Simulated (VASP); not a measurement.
A run of VASP 6.6.1:

File POSCAR:

```
SiO2
1.0
    0.0000000000      2.1953750000      2.1953750000
    2.1953750000      0.0000000000      2.1953750000
    2.1953750000      2.1953750000      0.0000000000
Si O
1 2
Direct
    0.0000000000      0.0000000000      0.0000000000
    0.2500000000      0.2500000000      0.2500000000
    0.7500000000      0.7500000000      0.7500000000
```

Contents of INCAR.step1:

```
SYSTEM = SiO2
  PREC = Accurate
  ENCUT = 660
  ISMEAR = 0
  SIGMA = 0.01
  LREAL = .FALSE.
  LASPH = .TRUE.
  NELM = 120
  NBANDS = 15
  GGA = PE
  ALGO = Normal
  EDIFF = 1E-5
  LWAVE = .TRUE.
  LCHARG = .FALSE.
  GGA_COMPAT = .FALSE.
```

INCAR.step2

```
SYSTEM = SiO2
  PREC = Accurate
  ENCUT = 660
  EDIFF = 1E-6
  ISMEAR = 0
  SIGMA = 0.01
  LREAL = .FALSE.
  LASPH = .TRUE.
  NELM = 120
  ALGO = Normal
  ISIF = 2
  LWAVE = .FALSE.
  LCHARG = .FALSE.
  METAGGA = R2SCAN
  LMIXTAU = .TRUE.
  NBANDS = 15
  ISTART = 1
  GGA_COMPAT = .FALSE.
```

Contents of KPOINTS:

```
regular mesh
0
G
  4 4 4
  0 0 0
```

Potentials or basis: VASP PAW PBE potentials, release 64 (Si, O).

Launch:

```console
$ cat potpaw_PBE.64/Si/POTCAR potpaw_PBE.64/O/POTCAR > POTCAR
$ cp INCAR.step1 INCAR
$ mpirun -np 1 vasp_std > vasp.out
$ cp INCAR.step2 INCAR
$ mpirun -np 1 vasp_std > vasp.out
```

Hardware: 1 thread of Intel(R) Xeon(R) Platinum 8488C (Sapphire Rapids), on a shared host.

Problem. Estimate the wall time of this run.

Solution. Wall time 17 s on 1 thread of Intel(R) Xeon(R) Platinum 8488C (Sapphire Rapids), with other jobs on the host, peak memory 0.15 GiB. Counts: k points 8.
